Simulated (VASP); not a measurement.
Write the native input for VASP 6.6.1 that does the following.

| Quantity | Value |
| --- | --- |
| Task | single point |
| Functional | r2SCAN |
| Potentials or basis | VASP PAW PBE potentials, release 64 (Sr_sv) |
| Cutoff | 520 eV |
| k mesh | 14 × 14 × 14 |
| Occupations | gaussian, width 0.15 eV |
| Spin | no spin polarisation |
| Dipole correction | no |
| Further INCAR settings | ALGO = Normal; EDIFF = 1e-06; NBANDS = 11 |

The system is Sr.

```
Sr
1.0
    -2.35225    2.35225    2.35225
     2.35225   -2.35225    2.35225
     2.35225    2.35225   -2.35225
Sr
1
Direct
  0.00000 0.00000 0.00000
```

This cell differs from its parent crystal: strain -0.030 along x and y, -0.030 along z.

One way to write it, as run:

POSCAR

```
Sr
1.0
   -2.3522500000      2.3522500000      2.3522500000
    2.3522500000     -2.3522500000      2.3522500000
    2.3522500000      2.3522500000     -2.3522500000
Sr
1
Direct
    0.0000000000      0.0000000000      0.0000000000
```

INCAR.step1

```
  ALGO = Normal
  EDIFF = 1E-4
  ENCUT = 520
  GGA = PE
  ISMEAR = 0
  LASPH = T
  LCHARG = F
  LREAL = F
  LWAVE = T
  NBANDS = 11
  NELM = 60
  PREC = Accurate
  SIGMA = 0.15
```

INCAR.step2

```
  ALGO = Normal
  EDIFF = 1E-6
  ENCUT = 520
  ISIF = 2
  ISMEAR = 0
  ISTART = 1
  LASPH = T
  LCHARG = F
  LMIXTAU = T
  LREAL = F
  LWAVE = F
  METAGGA = R2SCAN
  NBANDS = 11
  NELM = 60
  PREC = Accurate
  SIGMA = 0.15
```

KPOINTS

```
k-points
0
Gamma
  14 14 14
```

Potentials or basis: VASP PAW PBE potentials, release 64 (Sr_sv).

The run is started by

```bash
$ cat potpaw_PBE.64/Sr_sv/POTCAR > POTCAR
$ cp INCAR.step1 INCAR
$ mpirun -np 1 vasp_std > vasp.out
$ cp INCAR.step2 INCAR
$ mpirun -np 1 vasp_std > vasp.out
```

Results of the run:

- Pressure: 0.9 GPa
- Band gap on the k mesh: zero (bands 5 and 6 overlap by 0.52 eV)

Caveat: the cell differs from its parent crystal (strain -0.030 along x and y, -0.030 along z); the PAW data sets were made with another functional, which shifts forces and pressure a little.

Run time: 3.9 min on 1 thread of Oxide Virtual Turin-like Processor, on a shared host, peak memory 0.17 GiB.
